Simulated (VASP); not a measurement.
**Al2Cu: single point with PBEsol**

The system is Al2Cu.

```xyz
3
Lattice="4.1052 0.0000 0.0000 0.0000 4.1052 0.0000 0.0000 0.0000 2.8913" Properties=species:S:1:pos:R:3 pbc="T T T"
Al    2.0526    0.0000    1.4457
Al    0.0000    2.0526    1.4457
Cu    0.0000    0.0000    0.0000
```

```yaml
Program: VASP 6.6.1
Task: single point
Functional: PBEsol
Potentials_or_basis: VASP PAW PBE potentials, release 64 (Al, Cu)
Cutoff: 520 eV
k_mesh: 7 × 7 × 10
Occupations: methfessel-paxton, width 0.05 eV
Spin: no spin polarisation
```

```json
{
  "Pressure": "-2.3 GPa",
  "Band gap on the k mesh": "zero (an odd number of electrons rules out a gap without spin polarisation)"
}
```

Stress tensor (GPa, compression positive):
```
-2.04  0.00  0.00
 0.00 -2.04  0.00
 0.00  0.00 -2.77
```

Levels at points of the mesh, in eV from the Fermi level:
```tsv
k point	band 6	band 7	band 8	band 9	band 10	band 11
(0.00, 0.00, 0.00)	-3.97	-2.29	-2.29	-0.01	0.95	6.02
(0.00, 0.00, 0.50)	-3.99	-2.93	2.59	2.60	2.60	2.82
```

Wall time 30 s on 1 thread of Intel(R) Xeon(R) Platinum 8375C CPU @ 2.90GHz (Ice Lake), on a shared host, peak memory 0.19 GiB.

Caveat: the PAW data sets were made with another functional, which shifts forces and pressure a little.
